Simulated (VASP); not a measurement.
# Ba (Im-3m) in VASP: notebook, part 3 of 3

VASP 6.6.1.

### Step 6. Single point, PBEsol+D3(BJ)

This run uses another cell than the first one, of 53.36 Å³/atom, 0.847 times its volume.

Contents of INCAR:

```
SYSTEM = Ba
ALGO = Normal
EDIFF = 1E-6
ENCUT = 520
GGA = PS
ISIF = 2
ISMEAR = -1
IVDW = 12
LASPH = .True.
LCHARG = .False.
LREAL = .False.
LWAVE = .False.
NBANDS = 11
NELM = 100
PREC = Accurate
SIGMA = 0.05
```

Contents of KPOINTS:

```
k-points
0
Gamma
  8 8 8
  0 0 0
```

Contents of POSCAR:

```
Ba
1.0
   -2.3716993490      2.3716993490      2.3716993490
    2.3716993490     -2.3716993490      2.3716993490
    2.3716993490      2.3716993490     -2.3716993490
Ba
1
Direct
    0.0000000000      0.0000000000      0.0000000000
```

Potentials or basis: VASP PAW PBE potentials, release 64 (Ba_sv).

Command:

```
cat potpaw_PBE.64/Ba_sv/POTCAR > POTCAR
mpirun -np 1 vasp_std > vasp.out
```

OUTCAR:

```text
SYSTEM = Ba
   EDIFF = 1E-6
   ENCUT = 520
   GGA = PS
   ISIF = 2
   ISMEAR = -1
   IVDW = 12
   LASPH = .True.
   LREAL = .False.
   NELM = 100
   PREC = Accurate
 IVDW          = 12

 ion  position               nearest neighbor table
   1  0.000  0.000  0.000-

  LATTYP: Found a body centered cubic cell.
 ALAT       =     4.7433986980

  Lattice vectors:

 A1 = (  -2.3716993490,   2.3716993490,   2.3716993490)
 A2 = (   2.3716993490,  -2.3716993490,   2.3716993490)
 A3 = (   2.3716993490,   2.3716993490,  -2.3716993490)

Analysis of symmetry for initial positions (statically):
=====================================================================
 Subroutine PRICEL returns:
 Original cell was already a primitive cell.

 Routine SETGRP: Setting up the symmetry group for a
 body centered cubic supercell.

 Subroutine GETGRP returns: Found 48 space group operations
 (whereof 48 operations were pure point group operations)
 out of a pool of 48 trial point group operations.

The static configuration has the point symmetry O_h .

Analysis of symmetry for dynamics (positions and initial velocities):
=====================================================================
 Subroutine PRICEL returns:
 Original cell was already a primitive cell.

 Routine SETGRP: Setting up the symmetry group for a
 body centered cubic supercell.

 Subroutine GETGRP returns: Found 48 space group operations
 (whereof 48 operations were pure point group operations)
 out of a pool of 48 trial point group operations.

The dynamic configuration has the point symmetry O_h .

 Subroutine INISYM returns: Found 48 space group operations
 (whereof 48 operations are pure point group operations),
 and found     1 'primitive' translations

----------------------------------------------------------------------------------------

                                     Primitive cell
[... 113 lines left out ...]
   LORBIT       =      0    0 simple, 1 ext, 2 COOP (PROOUT), +10 PAW based schemes
   GGA     = PS    functional components
   LHFCALC =     F    Hartree Fock is set to
   AEXX    =    0.0000 exact exchange contribution
   IVDW    =    12    specifies the selected vdW correction
   LEPSILON=     F    determine dielectric tensor
   LRPA    =     F    only Hartree local field effects (RPA)
 non-spin polarized calculation
  energy-cutoff  :      520.00
  volume of cell :       53.36
 maximum number of plane-waves:      1464
   NGX = 15   NGY = 15   NGZ = 15

 number of electron      10.0000000 magnetization

 number of electron       9.9999999 magnetization

 Free energy of the ion-electron system (eV)
  ---------------------------------------------------
  ext. energy  EPLUGINS =         0.00000000
  ---------------------------------------------------
  free energy    TOTEN  =        -2.14365611 eV

  energy without entropy =       -2.13682687  energy(sigma->0) =       -2.14024149

 E-fermi :   2.0548     XC(G=0):  -8.0678

 val. band max:        1.9749395553   @ k =  -0.3750   0.5000   0.2500
 cond. band min:       2.2682997276   @ k =  -0.3750   0.3750   0.2500
 fundamental gap:      0.2933601723
 Fermi energy:         2.0548036328

 k-point     1 :       0.0000    0.0000    0.0000
  band No.  band energies     occupation
      1     -26.4874      2.00000
      2     -11.2891      2.00000
      3     -11.2891      2.00000
      4     -11.2891      2.00000
      5      -0.7088      2.00000
      6       4.1061      0.00000
      7       4.1061      0.00000
      8       4.1061      0.00000
      9       5.7856      0.00000
     10       5.7856      0.00000
     11       9.5404      0.00000
[... 309 lines left out ...]
 k-point    24 :      -0.3750    0.3750    0.2500
  band No.  band energies     occupation
      1     -26.3777      2.00000
      2     -11.8702      2.00000
      3     -11.6426      2.00000
      4     -11.5763      2.00000
      5       1.8622      1.95844
      6       2.2683      0.02758
      7       4.2265      0.00000
      8       4.5150      0.00000
      9       6.3443      0.00000
     10       6.6866      0.00000
     11      10.4985      0.00000

 [... further k-points ...]

------------------------ aborting loop because EDIFF is reached ----------------------------------------

 Edisp (eV)   -0.29881

 E8    (eV) :    -0.2358

  FORCE on cell =-STRESS in cart. coord.  units (eV):
  Direction    XX          YY          ZZ          XY          YZ          ZX
  --------------------------------------------------------------------------------------
  -------------------------------------------------------------------------------------
  Total       0.01913     0.01913     0.01913     0.00000     0.00000    -0.00000
  in kB       0.57438     0.57438     0.57438     0.00000     0.00000    -0.00000
  external pressure =        0.57 kB  Pullay stress =        0.00 kB

 VOLUME and BASIS-vectors are now :
 -----------------------------------------------------------------------------
  energy-cutoff  :      520.00
  volume of cell :       53.36
      direct lattice vectors                 reciprocal lattice vectors
    -2.371699349  2.371699349  2.371699349     0.000000000  0.210819301  0.210819301
     2.371699349 -2.371699349  2.371699349     0.210819301  0.000000000  0.210819301
     2.371699349  2.371699349 -2.371699349     0.210819301  0.210819301  0.000000000

 POSITION                                       TOTAL-FORCE (eV/Angst)
 -----------------------------------------------------------------------------------
      0.00000      0.00000      0.00000        -0.000000     -0.000000     -0.000000
 -----------------------------------------------------------------------------------
    total drift:                               -0.000000      0.000000      0.000000

  FREE ENERGIE OF THE ION-ELECTRON SYSTEM (eV)
  ---------------------------------------------------
  free  energy   TOTEN  =        -2.4424652583 eV

  energy  without entropy=       -2.4356360253  energy(sigma->0) =       -2.43905064
```

stdout:

```text
POSCAR found type information on POSCAR Ba
 POSCAR found :  1 types and       1 ions
 scaLAPACK will be used
 -----------------------------------------------------------------------------
|                                                                             |
|                                                                             |
|     You enforced a specific xc type in the INCAR file but a different       |
|     I HOPE YOU KNOW WHAT YOU ARE DOING!                                     |
|                                                                             |
 -----------------------------------------------------------------------------

 LDA part: xc-table for (Slater+PW92), standard interpolation
 POSCAR, INCAR and KPOINTS ok, starting setup
 FFT: planning ... GRIDC
 FFT: planning ... GRID_SOFT
 FFT: planning ... GRID
 WAVECAR not read
 entering main loop
```

Wall time 11 s (1 thread of Intel Xeon 6975P-C, shared host); peak memory 0.18 GiB.

What came out:

| Quantity | Value |
| --- | --- |
| Free energy | -2.4425 eV |
| Pressure | 0.1 GPa |
| Band gap on the k mesh | zero (band 5 reaches 2.81 eV, above the bottom of band 6 at 1.31 eV) |
| Dispersion energy per atom | -0.299 eV |

Levels at points of the mesh, in eV from the Fermi level:
```csv
k point,band 2,band 3,band 4,band 5,band 6,band 7,band 8,band 9
"(0.00, 0.00, 0.00)",-13.34,-13.34,-13.34,-2.76,2.05,2.05,2.05,3.73
"(0.50, 0.00, 0.00)",-14.12,-13.59,-13.35,-0.97,0.69,1.91,3.76,4.44
"(0.50, 0.50, 0.50)",-13.87,-13.87,-13.87,-0.74,-0.74,5.29,5.29,5.29
```

Caveat: three body term missing; the PAW data sets were made with another functional, which shifts forces and pressure a little; spin-orbit coupling is left out, which moves the levels of the heavy elements; pairwise dispersion overbinds metals, which lowers pressure and volume.

### Step 7. Overview

```csv
level,spin,fixed moment (μB),cell,smearing,gap on the mesh (eV),pressure (GPa)
PBEsol,off,-,"a = 4.341 Å, angles 109.5°, 1 atom",gaussian 0.05 eV,none,-0.7
RPBE,off,-,"a = 4.341 Å, angles 109.5°, 1 atom",gaussian 0.1 eV,none,0.7
PBEsol+D3(BJ),"collinear, ferromagnetic start",2.0,"a = 4.341 Å, angles 109.5°, 1 atom",fermi-dirac 0.05 eV,-,-1.2
PBEsol+D3(BJ),off,-,"a = 4.101 Å, angles 109.5°, 1 atom",fermi-dirac 0.05 eV,none,0.1
PBEsol+D3(BJ),off,-,"a = 4.108 Å, angles 109.5°, 1 atom",fermi-dirac 0.05 eV,none,0.1
```

Alike in all rows: task single point; potentials or basis VASP PAW PBE potentials, release 64 (Ba_sv); k mesh 8 × 8 × 8; cutoff (eV) 520.

The pressure there spans -1.2 GPa (PBEsol+D3(BJ)) to 0.7 GPa (RPBE); a positive pressure means that this level wants a larger cell, a negative one a smaller.

Caveats: the PAW data sets were made with another functional, which shifts forces and pressure a little; spin-orbit coupling is left out, which moves the levels of the heavy elements; pairwise dispersion overbinds metals, which lowers pressure and volume (some runs); the total moment is fixed, so each spin has its own Fermi level (some runs); three body term missing (some runs).

Total energies depend on the potentials used, so only differences within one code and one set of settings carry meaning.
